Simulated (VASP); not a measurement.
Set up this calculation in VASP 6.6.1, as the native input.

```
Task                   : single point
Functional             : LDA
Potentials or basis    : VASP PAW LDA potentials, release 64 (Be)
Cutoff                 : 520 eV
k mesh                 : 15 × 15 × 15
Occupations            : fermi-dirac, width 0.08 eV
Spin                   : no spin polarisation
Dipole correction      : no
Further INCAR settings : ALGO = Normal; EDIFF = 1e-07; NBANDS = 9
```

The structure of Be lies in POSCAR:

```
Be
1.0
    0.0000000000      1.8485065847      1.8485065847
    1.8485065847      0.0000000000      1.8485065847
    1.8485065847      1.8485065847      0.0000000000
Be
2
Direct
   -0.1250000000     -0.1250000000     -0.1250000000
    0.1250000000      0.1250000000      0.1250000000
```

This cell differs from its parent crystal: volume scaled by 0.45.

These files were run (other wordings do the same):

INCAR

```
SYSTEM = Be
PREC     = Accurate       ! precision mode
ENCUT    = 520            ! plane-wave cutoff, eV
EDIFF    = 1E-7           ! SCF threshold, eV
ISMEAR   = -1             ! smearing method
SIGMA    = 0.08           ! smearing width, eV
LREAL    = .False.        ! projectors in reciprocal space
LASPH    = .True.         ! aspherical terms in the spheres
NELM     = 100            ! most SCF steps
ALGO     = Normal         ! electronic algorithm
ISIF     = 2              ! what is computed and relaxed
LWAVE    = .False.        ! write WAVECAR
LCHARG   = .False.        ! write CHGCAR
GGA      = CA             ! functional
NBANDS   = 9              ! bands
```

KPOINTS

```
regular mesh
0
Gamma
  15 15 15
  0 0 0
```

Potentials or basis: VASP PAW LDA potentials, release 64 (Be).

Run with:

```sh
$ cat potpaw_LDA.64/Be/POTCAR > POTCAR
$ mpirun -np 1 vasp_std > vasp.out
```

Results of the run:

- Pressure: 142.3 GPa
- Band gap on the k mesh: zero (band 2 reaches 16.21 eV, above the bottom of band 3 at 6.51 eV)

It took 4.6 s on 1 thread of Intel(R) Xeon(R) 6975P-C (Granite Rapids), with other jobs on the host, peak memory 0.12 GiB.
